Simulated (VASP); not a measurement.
# Sr6Sn2NO (Fm-3m) in VASP: further runs, part 2 of 2

VASP 6.6.1.

## 3. Single point, LDA

This run uses another cell than the first one, of 28.41 Å³/atom.

INCAR reads:

```
SYSTEM = Sr6Sn2NO
  PREC = Accurate
  ENCUT = 520
  EDIFF = 1E-7
  ISMEAR = 0
  SIGMA = 0.05
  LREAL = .FALSE.
  LASPH = .TRUE.
  NELM = 60
  ALGO = Normal
  ISIF = 2
  LWAVE = .FALSE.
  LCHARG = .FALSE.
  GGA = CA
  NBANDS = 60
```

KPOINTS reads:

```
Automatic mesh
0
G
  4 4 4
  0 0 0
```

POSCAR reads:

```
Sr6Sn2NO
1.0
    0.0000000000      5.2179800000      5.2179800000
    5.2179800000      0.0000000000      5.2179800000
    5.2179800000      5.2179800000      0.0000000000
Sr Sn N O
6 2 1 1
Direct
    0.2479640000      0.7520360000      0.7520360000
    0.2479640000      0.7520360000      0.2479640000
    0.7520360000      0.2479640000      0.7520360000
    0.7520360000      0.7520360000      0.2479640000
    0.2479640000      0.2479640000      0.7520360000
    0.7520360000      0.2479640000      0.2479640000
    0.2500000000      0.2500000000      0.2500000000
    0.7500000000      0.7500000000      0.7500000000
    0.0000000000      0.0000000000      0.0000000000
    0.5000000000      0.5000000000      0.5000000000
```

Potentials or basis: VASP PAW LDA potentials, release 64 (Sr_sv, Sn_d, N, O).

On the command line:

```
> cat potpaw_LDA.64/Sr_sv/POTCAR potpaw_LDA.64/Sn_d/POTCAR potpaw_LDA.64/N/POTCAR potpaw_LDA.64/O/POTCAR > POTCAR
> mpirun -np 1 vasp_std > vasp.out
```

OUTCAR:

```text
SYSTEM = Sr6Sn2NO
   PREC = Accurate
   ENCUT = 520
   EDIFF = 1E-7
   ISMEAR = 0
   LREAL = .FALSE.
   LASPH = .TRUE.
   NELM = 60
   ISIF = 2
   GGA = CA

 ion  position               nearest neighbor table
   1  0.248  0.752  0.752-   9 2.59  10 2.63   4 3.66   5 3.66   2 3.66   3 3.66   8 3.69   8 3.69
                             7 3.69   7 3.69   2 3.72   3 3.72   5 3.72   4 3.72
   2  0.248  0.752  0.248-   9 2.59  10 2.63   5 3.66   6 3.66   1 3.66   4 3.66   7 3.69   8 3.69
                             8 3.69   7 3.69   4 3.72   6 3.72   5 3.72   1 3.72
   3  0.752  0.248  0.752-   9 2.59  10 2.63   5 3.66   6 3.66   1 3.66   4 3.66   8 3.69   8 3.69
                             7 3.69   7 3.69   4 3.72   1 3.72   5 3.72   6 3.72
   4  0.752  0.752  0.248-   9 2.59  10 2.63   3 3.66   6 3.66   1 3.66   2 3.66   8 3.69   8 3.69
                             7 3.69   7 3.69   3 3.72   1 3.72   2 3.72   6 3.72
   5  0.248  0.248  0.752-   9 2.59  10 2.63   3 3.66   6 3.66   1 3.66   2 3.66   7 3.69   8 3.69
                             8 3.69   7 3.69   6 3.72   1 3.72   3 3.72   2 3.72
   6  0.752  0.248  0.248-   9 2.59  10 2.63   4 3.66   5 3.66   2 3.66   3 3.66   7 3.69   8 3.69
                             8 3.69   7 3.69   3 3.72   2 3.72   5 3.72   4 3.72
   7  0.250  0.250  0.250-   3 3.69   6 3.69   1 3.69   2 3.69   1 3.69   3 3.69   2 3.69   6 3.69
                             5 3.69   4 3.69   5 3.69   4 3.69
   8  0.750  0.750  0.750-   1 3.69   3 3.69   2 3.69   6 3.69   3 3.69   6 3.69   1 3.69   2 3.69
                             4 3.69   4 3.69   5 3.69   5 3.69
   9  0.000  0.000  0.000-   1 2.59   2 2.59   3 2.59   4 2.59   5 2.59   6 2.59
  10  0.500  0.500  0.500-   1 2.63   2 2.63   3 2.63   4 2.63   5 2.63   6 2.63

  LATTYP: Found a face centered cubic cell.
 ALAT       =    10.4359600000

  Lattice vectors:

 A1 = (   0.0000000000,   5.2179800000,   5.2179800000)
 A2 = (   5.2179800000,   0.0000000000,   5.2179800000)
 A3 = (   5.2179800000,   5.2179800000,   0.0000000000)

Analysis of symmetry for initial positions (statically):
=====================================================================
 Subroutine PRICEL returns:
 Original cell was already a primitive cell.

[... 152 lines left out ...]
 Gauss-broadening in eV      SIGMA  =   0.05
  energy-cutoff  :      520.00
  volume of cell :      284.14
 maximum number of plane-waves:      7727
 NGX is ok and might be reduce to    56
   NGX = 27   NGY = 27   NGZ = 27

 number of electron      99.0000019 magnetization

 Free energy of the ion-electron system (eV)
  ---------------------------------------------------
  ext. energy  EPLUGINS =         0.00000000
  ---------------------------------------------------
  free energy    TOTEN  =       -47.09225139 eV

  energy without entropy =      -47.07772794  energy(sigma->0) =      -47.08498967

 E-fermi :   2.9450     XC(G=0):  -9.4231

 val. band max:        2.9419436753   @ k =   0.2500   0.0000   0.0000
 cond. band min:       2.9608416725   @ k =  -0.2500   0.2500   0.0000
 fundamental gap:      0.0188979972
 Fermi energy:         2.9450251424

 k-point     1 :       0.0000    0.0000    0.0000
  band No.  band energies     occupation
      1     -31.7407      2.00000
      2     -31.6702      2.00000
      3     -31.6702      2.00000
      4     -31.6702      2.00000
      5     -31.6370      2.00000
      6     -31.6370      2.00000
[... 493 lines left out ...]
     59       6.2564      0.00000
     60       6.3561      0.00000

------------------------ aborting loop because EDIFF is reached ----------------------------------------

  FORCE on cell =-STRESS in cart. coord.  units (eV):
  Direction    XX          YY          ZZ          XY          YZ          ZX
  --------------------------------------------------------------------------------------
  -------------------------------------------------------------------------------------
  Total       -6.4309242     -6.4309242     -6.4309242      0.0000000      0.0000000     -0.0000000
  in kB      -36.2615820    -36.2615820    -36.2615820      0.0000000      0.0000000     -0.0000000
  external PRESSURE =     -36.2615820 kB  Pullay stress =       0.0000000 kB

 VOLUME and BASIS-vectors are now :
 -----------------------------------------------------------------------------
  energy-cutoff  :      520.00
  volume of cell :      284.14
      direct lattice vectors                 reciprocal lattice vectors
     0.000000000  5.217980000  5.217980000    -0.095822521  0.095822521  0.095822521
     5.217980000  0.000000000  5.217980000     0.095822521 -0.095822521  0.095822521
     5.217980000  5.217980000  0.000000000     0.095822521  0.095822521 -0.095822521

 POSITION                                       TOTAL-FORCE (eV/Angst)
 -----------------------------------------------------------------------------------
      7.84822      5.21798      5.21798         0.014935      0.000000     -0.000000
      5.21798      2.58774      5.21798        -0.000000     -0.014935     -0.000000
      5.21798      7.84822      5.21798        -0.000000      0.014935     -0.000000
      5.21798      5.21798      7.84822        -0.000000      0.000000      0.014935
      5.21798      5.21798      2.58774        -0.000000      0.000000     -0.014935
      2.58774      5.21798      5.21798        -0.014935      0.000000     -0.000000
      2.60899      2.60899      2.60899        -0.000000      0.000000     -0.000000
      7.82697      7.82697      7.82697        -0.000000      0.000000     -0.000000
      0.00000      0.00000      0.00000        -0.000000      0.000000     -0.000000
      5.21798      5.21798      5.21798        -0.000000      0.000000     -0.000000
 -----------------------------------------------------------------------------------
    total drift:                                0.000000      0.000000      0.000000

  FREE ENERGIE OF THE ION-ELECTRON SYSTEM (eV)
  ---------------------------------------------------
  free  energy   TOTEN  =       -47.0922513863 eV

  energy  without entropy=      -47.0777279443  energy(sigma->0) =      -47.08498967
```

OSZICAR:

```text
N       E                     dE             d eps       ncg     rms          rms(c)
DAV:   1     0.107333585182E+04    0.10733E+04   -0.45317E+04   960   0.176E+03
DAV:   2     0.119561302995E+03   -0.95377E+03   -0.92234E+03  1024   0.476E+02
DAV:   3    -0.404259568254E+02   -0.15999E+03   -0.15567E+03  1248   0.179E+02
DAV:   4    -0.537965047964E+02   -0.13371E+02   -0.13131E+02  1240   0.482E+01
DAV:   5    -0.551383008895E+02   -0.13418E+01   -0.13376E+01  1784   0.132E+01    0.390E+01
DAV:   6    -0.476354672317E+02    0.75028E+01   -0.53729E+01  1108   0.171E+01    0.399E+01
DAV:   7    -0.473718862259E+02    0.26358E+00   -0.58622E+00  1316   0.713E+00    0.222E+01
DAV:   8    -0.471412901871E+02    0.23060E+00   -0.17967E+00  1172   0.416E+00    0.336E+00
DAV:   9    -0.470893138316E+02    0.51976E-01   -0.34503E-01  1440   0.160E+00    0.140E+00
DAV:  10    -0.470924765524E+02   -0.31627E-02   -0.48699E-02  1276   0.554E-01    0.685E-01
DAV:  11    -0.470927477175E+02   -0.27117E-03   -0.45796E-03  1480   0.222E-01    0.254E-01
DAV:  12    -0.470923134802E+02    0.43424E-03   -0.70299E-03  1264   0.181E-01    0.118E-01
DAV:  13    -0.470922462659E+02    0.67214E-04   -0.86363E-04  1224   0.762E-02    0.188E-02
DAV:  14    -0.470922517649E+02   -0.54990E-05   -0.82290E-05  1468   0.225E-02    0.172E-02
DAV:  15    -0.470922514046E+02    0.36029E-06   -0.10711E-05  1192   0.937E-03    0.120E-02
DAV:  16    -0.470922514864E+02   -0.81855E-07   -0.11595E-06  1048   0.317E-03    0.429E-03
DAV:  17    -0.470922513848E+02    0.10168E-06   -0.36366E-07   832   0.174E-03    0.148E-03
DAV:  18    -0.470922513863E+02   -0.15461E-08   -0.16716E-07   824   0.136E-03
   1 F= -.47092251E+02 E0= -.47084990E+02  d E =-.145234E-01
```

Wall time 7.4 min (1 thread of Intel Xeon 8259CL, shared host); peak memory 0.41 GiB.

Results:

```yaml
Free_energy: -47.0923 eV
Pressure: -3.6 GPa
Largest_force: 0.015 eV/Å
Band_gap_on_the_k_mesh: zero (an odd number of electrons rules out a gap without spin polarisation)
```

Forces in eV/Å, atoms in the order of the input:
```
Sr   0.015  0.000  0.000
Sr   0.000 -0.015  0.000
Sr   0.000  0.015  0.000
Sr   0.000  0.000  0.015
Sr   0.000  0.000 -0.015
Sr  -0.015  0.000  0.000
Sn   0.000  0.000  0.000
Sn   0.000  0.000  0.000
N    0.000  0.000  0.000
O    0.000  0.000  0.000
```

Levels at points of the mesh, in eV from the Fermi level:
```csv
k point,band 46,band 47,band 48,band 49,band 50,band 51,band 52,band 53,band 54,band 55
"(0.00, 0.00, 0.00)",-0.31,-0.31,0.73,0.73,0.81,0.81,0.81,1.60,1.60,1.60
"(0.50, 0.00, 0.00)",-0.71,-0.45,-0.45,-0.31,-0.31,2.17,2.17,2.25,2.25,3.01
"(0.50, 0.50, 0.00)",-0.68,-0.68,-0.30,-0.03,-0.03,1.97,2.11,2.36,2.81,3.15
```

Caveat: the cell stands under tension; spin-orbit coupling is left out, which moves the levels of the heavy elements; an odd number of electrons without spin polarisation forces a metal; a magnetic or distorted state may lie lower.

The gap in the log of VASP goes by the Fermi energy; the results here count the filled bands.